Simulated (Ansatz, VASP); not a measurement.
## Two plane-wave programs on Sc

```
CELL_PARAMETERS angstrom
0.00000 2.32685 2.32685
2.32685 0.00000 2.32685
2.32685 2.32685 0.00000
ATOMIC_POSITIONS crystal
Sc 0.00000 0.00000 0.00000
```

Alike in both runs: task single point; functional PBEsol; dispersion D4; k mesh 8 × 8 × 8; occupations gaussian, width 0.1 eV; collinear spin.

|  | VASP | Ansatz |
| --- | --- | --- |
| version | VASP 6.6.1 | Ansatz 0.2.0 |
| potentials or method | VASP PAW PBE potentials, release 64 (Sc_sv) | scalar-relativistic, plane waves, PAW |
| plane-wave cutoff (eV) | 520 | 420 |
| valence electrons in the cell | 11 | 11 |

Ansatz gave:

| Property | Result |
| --- | --- |
| gap on the k mesh at the Fermi level (eV) | none |
| pressure (GPa) | -4.1 |
| net moment per atom (μB) | 0.00 |

Question: Which values does VASP return?

Answer: gap on the k mesh at the Fermi level (eV): none; pressure (GPa): -4.2; net moment per atom (μB): 0.00.

VASP's potentials were made for PBE, not for PBEsol. A gap of «none» marks a metal or a gap that the smearing closes. Ansatz's warnings: force scf threshold loose, no starting moments, stability check not made, stress scf threshold loose.
